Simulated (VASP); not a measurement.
# Be (Cmce) in VASP: notebook, part 2 of 2

VASP 6.6.1. The steps go on from the part before.

## Step 3: Relaxation of cell and atoms, PBEsol

Input file INCAR:

```
SYSTEM = Be
PREC = Accurate
ENCUT = 600
EDIFF = 1E-6
ISMEAR = 0
SIGMA = 0.1
LREAL = .FALSE.
LASPH = .TRUE.
NELM = 100
ALGO = Fast
ISIF = 3
LWAVE = .FALSE.
LCHARG = .FALSE.
GGA = PS
IBRION = 2
NSW = 90
EDIFFG = -0.04
```

Input file KPOINTS:

```
Automatic mesh
0
G
  6 6 6
  0 0 0
```

Input file POSCAR:

```
Be
1.0
    1.7017506994     -2.8841518492      0.0000000000
    1.7017506994      2.8841518492      0.0000000000
    0.0000000000      0.0000000000      3.4080286358
Be
4
Direct
    0.1525000000      0.8475000000      0.0785000000
    0.6525000000      0.3475000000      0.4215000000
    0.8475000000      0.1525000000      0.9215000000
    0.3475000000      0.6525000000      0.5785000000
```

Potentials or basis: VASP PAW PBE potentials, release 64 (Be).

Launch:

```
$ cat potpaw_PBE.64/Be/POTCAR > POTCAR
$ mpirun -np 1 vasp_std > vasp.out
```

OUTCAR:

```text
SYSTEM = Be
   PREC = Accurate
   ENCUT = 600
   EDIFF = 1E-6
   ISMEAR = 0
   LREAL = .FALSE.
   LASPH = .TRUE.
   NELM = 100
   ISIF = 3
   GGA = PS
   IBRION = 2
   NSW = 90
   EDIFFG = -0.04

 ion  position               nearest neighbor table
   1  0.153  0.847  0.078-   3 1.84   4 2.04   4 2.04   2 2.06   2 2.06   3 2.11   3 2.11
   2  0.653  0.347  0.422-   4 1.84   3 2.04   3 2.04   1 2.06   1 2.06   4 2.11   4 2.11
   3  0.847  0.153  0.922-   1 1.84   2 2.04   2 2.04   4 2.06   4 2.06   1 2.11   1 2.11
   4  0.347  0.653  0.578-   2 1.84   1 2.04   1 2.04   3 2.06   3 2.06   2 2.11   2 2.11

  LATTYP: Found a base centered orthorhombic cell.
 ALAT       =     3.4035013988
 B/A-ratio  =     1.6948145520
 C/A-ratio  =     1.0013301705

  Lattice vectors:

 A1 = (   1.7017506994,  -2.8841518492,   0.0000000000)
 A2 = (   1.7017506994,   2.8841518492,   0.0000000000)
 A3 = (   0.0000000000,   0.0000000000,   3.4080286358)

Analysis of symmetry for initial positions (statically):
=====================================================================
 Subroutine PRICEL returns:
 Original cell was already a primitive cell.

 Routine SETGRP: Setting up the symmetry group for a
 base centered orthorhombic supercell.

 Subroutine GETGRP returns: Found  8 space group operations
 (whereof  4 operations were pure point group operations)
 out of a pool of  8 trial point group operations.

The static configuration has the point symmetry C_2h.
 The point group associated with its full space group is D_2h.

Analysis of symmetry for dynamics (positions and initial velocities):
[... 282 lines left out ...]
 fundamental gap:      0.0904508525
 Fermi energy:         5.0688973395

 k-point     1 :       0.0000    0.0000    0.0000
  band No.  band energies     occupation
      1      -4.8759      2.00000
      2       2.2634      2.00000
      3       3.6508      2.00000
      4       5.8614      0.00000
      5       6.3125      0.00000
      6       9.2934      0.00000
      7      10.1099      0.00000
      8      11.1329      0.00000
[... 243 lines left out ...]
 k-point    24 :       0.5000    0.3333    0.1667
  band No.  band energies     occupation
      1      -3.0835      2.00000
      2      -0.9463      2.00000
      3       3.3353      2.00000
      4       3.6806      2.00000
      5       6.6757      0.00000
      6      10.5050      0.00000
      7      11.6488      0.00000
      8      12.5566      0.00000

 [... further k-points ...]

[... ionic steps 4 to 47 ...]

--------------------------------------- Ionic step       48  -------------------------------------------

 number of electron       8.0000000 magnetization

------------------------ aborting loop because EDIFF is reached ----------------------------------------
[... 71 lines left out ...]
--------------------------------------- Ionic step       50  -------------------------------------------

 number of electron       8.0000000 magnetization

 Free energy of the ion-electron system (eV)
  ---------------------------------------------------
  ext. energy  EPLUGINS =         0.00000000
  ---------------------------------------------------
  free energy    TOTEN  =       -14.61672839 eV

  energy without entropy =      -14.61172495  energy(sigma->0) =      -14.61422667

 E-fermi :   5.7694     XC(G=0): -10.1966

 val. band max:        5.7521621822   @ k =   0.5000   0.1667   0.0000
 cond. band min:       5.7732814611   @ k =   0.3333   0.1667   0.0000
 fundamental gap:      0.0211192788
 Fermi energy:         5.7694400969

 k-point     1 :       0.0000    0.0000    0.0000
  band No.  band energies     occupation
      1      -4.7524      2.00000
      2       0.8162      2.00000
      3       2.1502      2.00000
      4       3.6740      2.00000
      5       7.5979      0.00000
      6       8.0247      0.00000
      7      10.3011      0.00000
      8      15.1501      0.00000
[... 284 lines left out ...]
  FREE ENERGIE OF THE ION-ELECTRON SYSTEM (eV)
  ---------------------------------------------------
  free  energy   TOTEN  =       -14.6167283883 eV

  energy  without entropy=      -14.6117249547  energy(sigma->0) =      -14.61422667

 reached required accuracy - stopping structural energy minimisation
```

CONTCAR:

```text
Be
   1.00000000000000
     1.1689648857001225   -4.2295429041730976   -0.0000000000000001
     1.1689648857001225    4.2295429041730976    0.0000000000000001
     0.0000000000000000    0.0000000000000001    3.5635111596374145
  Be
     4
Direct
     0.1444773935919066    0.8555226064080935    0.0001530521876588
     0.6444773935919065    0.3555226064080933    0.4998469478123411
     0.8555226064080934    0.1444773935919066    0.9998469478123412
     0.3555226064080933    0.6444773935919065    0.5001530521876585

  0.00000000E+00  0.00000000E+00  0.00000000E+00
  0.00000000E+00  0.00000000E+00  0.00000000E+00
  0.00000000E+00  0.00000000E+00  0.00000000E+00
  0.00000000E+00  0.00000000E+00  0.00000000E+00
```

Run time: 3.2 min. Hardware: 1 thread of Intel Xeon 6975P-C (Granite Rapids), shared host; peak memory 0.16 GiB.

What came out:

```
Free energy                           : -14.6167 eV
Relaxed volume                        : 8.81 Å³/atom
Relaxed cell                          : a = 4.388 Å, b = 4.388 Å, c = 3.564 Å, α = 90.00°, β = 90.00°, γ = 149.10°
Space group after relaxing (to 0.1 Å) : Fmmm (No. 69)
Energy gained by relaxing             : 698.8 meV/atom
Ionic steps                           : 50
Pressure after relaxing               : 0.0 GPa
Largest force after relaxing          : 0.032 eV/Å
Band gap on the k mesh                : zero (bands 4 and 5 overlap by 1.61 eV)
```

Forces in eV/Å, atoms in the order of the input:
```
Be   0.000 -0.031 -0.009
Be   0.000 -0.031  0.009
Be   0.000  0.031  0.009
Be   0.000  0.031 -0.009
```

The path:
```
step  energy change (eV)  largest force (eV/Å)  pressure (GPa)  volume (Å³)
   1              0.0000                1.8480           26.35        33.45
   3             -1.0830                0.5993            2.31        41.60
   5             -1.0923                0.5928            0.36        43.02
   7             -1.2663                0.3602           -5.72        44.91
   9             -1.3091                0.2738           -9.55        46.41
  11             -1.3864                0.3179          -10.22        46.29
  13             -1.6415                0.3855          -12.04        45.62
  15             -1.9914                0.6290           -7.07        41.28
  17             -2.1255                0.9331            0.21        37.34
  19             -2.2979                0.0590            0.68        35.97
  21             -2.3050                0.0408            0.37        36.13
  23             -2.3085                0.0655            0.03        36.32
  25             -2.3262                0.0303           -1.28        36.52
  27             -2.4239                0.3230           -5.77        37.19
  29             -2.4265                0.3898           -6.12        37.23
  31             -2.4279                0.4116           -6.22        37.24
  33             -2.4308                0.4801           -6.64        37.25
  35             -2.4410                0.4643           -6.36        37.10
  37             -2.4812                0.3881           -4.98        36.42
  39             -2.5546                0.0556            1.04        33.73
  41             -2.7033                0.0376            5.87        32.68
  43             -2.7406                0.0775            7.36        32.88
  45             -2.7777                0.0474            3.42        33.99
  47             -2.7901                0.1087            0.03        34.96
  49             -2.7949                0.0436           -0.03        35.19
  50             -2.7951                0.0320           -0.02        35.24
```

Final structure:
```
Be
1.0
     1.16896   -4.22954    0.00000
     1.16896    4.22954    0.00000
     0.00000    0.00000    3.56351
Be
4
Direct
  0.14448 0.85552 0.00015
  0.64448 0.35552 0.49985
  0.85552 0.14448 0.99985
  0.35552 0.64448 0.50015
```

Levels at points of the mesh, in eV from the Fermi level:
| k point | band 1 | band 2 | band 3 | band 4 | band 5 | band 6 | band 7 | band 8 |
| --- | --- | --- | --- | --- | --- | --- | --- | --- |
| (0.00, 0.00, 0.00) | -10.52 | -4.95 | -3.62 | -2.10 | 1.83 | 2.26 | 4.53 | 9.38 |
| (0.50, 0.00, 0.00) | -5.11 | -5.11 | -1.57 | -1.57 | 3.42 | 3.42 | 4.15 | 4.15 |
| (0.50, 0.50, 0.00) | -9.55 | -8.04 | -2.65 | -0.33 | 2.24 | 3.46 | 3.49 | 7.29 |
| (0.00, 0.00, 0.50) | -8.35 | -8.35 | -2.12 | -2.12 | -0.64 | -0.64 | 12.02 | 12.02 |
| (0.50, 0.00, 0.50) | -3.96 | -3.96 | -2.89 | -2.89 | 1.43 | 1.43 | 4.33 | 4.33 |
| (0.50, 0.50, 0.50) | -7.38 | -7.38 | -5.69 | -5.69 | 5.46 | 5.46 | 7.93 | 7.93 |

Caveat: a cell axis changed by over 15 % at a fixed basis, so the end point is rough; the PAW data sets were made with another functional, which shifts forces and pressure a little.
